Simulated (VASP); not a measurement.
The system is BN.

```
CELL_PARAMETERS angstrom
4.01863 0.00000 0.00000
0.00000 4.01863 0.00000
0.00000 0.00000 4.01863
ATOMIC_POSITIONS crystal
B 0.87500 0.87500 0.87500
B 0.62500 0.12500 0.37500
B 0.12500 0.37500 0.62500
B 0.37500 0.62500 0.12500
N 0.37500 0.37500 0.37500
N 0.12500 0.62500 0.87500
N 0.62500 0.87500 0.12500
N 0.87500 0.12500 0.62500
```

| Item | Value |
| --- | --- |
| Program | VASP 6.6.1 |
| Task | relaxation of cell and atoms |
| Functional | PBE |
| Potentials or basis | VASP PAW PBE potentials, release 64 (B, N) |
| Cutoff | 600 eV |
| k mesh | 4 × 4 × 4 |
| Occupations | gaussian, width 0.1 eV |
| Spin | no spin polarisation |

At the start: pressure 29.8 GPa; volume 8.11 Å³/atom.

Task: Where does the relaxation end?

Result: Over 3 steps the energy falls by 79.4 meV/atom and the volume is 9.05 Å³/atom (+11.6 %); space group P4_132 (No. 213, to 0.05 Å).

Step by step:
```
step  energy change (eV)  largest force (eV/Å)  pressure (GPa)  volume (Å³)
   1              0.0000                0.0000           29.84        64.90
   2             -0.1229                0.0000          -19.37        80.15
   3             -0.6355                0.0000           -0.33        72.43
```

Final structure:
```yaml
crystal:
  lattice:
    - [4.16837, 0.00000, 0.00000]
    - [0.00000, 4.16837, 0.00000]
    - [0.00000, 0.00000, 4.16837]
  atoms:
    - { symbol: B, position: [0.87500, 0.87500, 0.87500] }
    - { symbol: B, position: [0.62500, 0.12500, 0.37500] }
    - { symbol: B, position: [0.12500, 0.37500, 0.62500] }
    - { symbol: B, position: [0.37500, 0.62500, 0.12500] }
    - { symbol: N, position: [0.37500, 0.37500, 0.37500] }
    - { symbol: N, position: [0.12500, 0.62500, 0.87500] }
    - { symbol: N, position: [0.62500, 0.87500, 0.12500] }
    - { symbol: N, position: [0.87500, 0.12500, 0.62500] }
```
